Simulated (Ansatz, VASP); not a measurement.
**MoS2: VASP beside Ansatz**

```
Mo S
1.0
     3.18405    0.00000    0.00000
    -1.59203    2.75747    0.00000
     0.00000    0.00000   21.69557
Mo S
2 4
Direct
  0.66667 0.33333 0.14970
  0.33333 0.66667 0.85030
  0.33333 0.66667 0.22124
  0.66667 0.33333 0.92188
  0.33333 0.66667 0.07812
  0.66667 0.33333 0.77876
```

Alike in both runs: functional r2SCAN; k mesh 12 × 12 × 2; occupations gaussian, width 0.02 eV; no spin polarisation.

Ansatz relaxed the structure, and its values are those at the end. VASP's run is a single point on that final structure, the one shown.

|  | VASP | Ansatz |
| --- | --- | --- |
| version | VASP 6.6.1 | Ansatz 0.2.0 |
| potentials or method | VASP PAW PBE potentials, release 64 (Mo_sv, S), cutoff 520 eV | scalar-relativistic, plane waves, PAW |
| valence electrons in the cell | 52 | 52 |

```csv
,VASP,Ansatz,Ansatz less VASP
gap on the k mesh at the Fermi level (eV),1.37,1.36,-0.017
least direct gap on the mesh (eV),1.75,1.74,-0.008
```

VASP's potentials were made for PBE, not for r2SCAN.
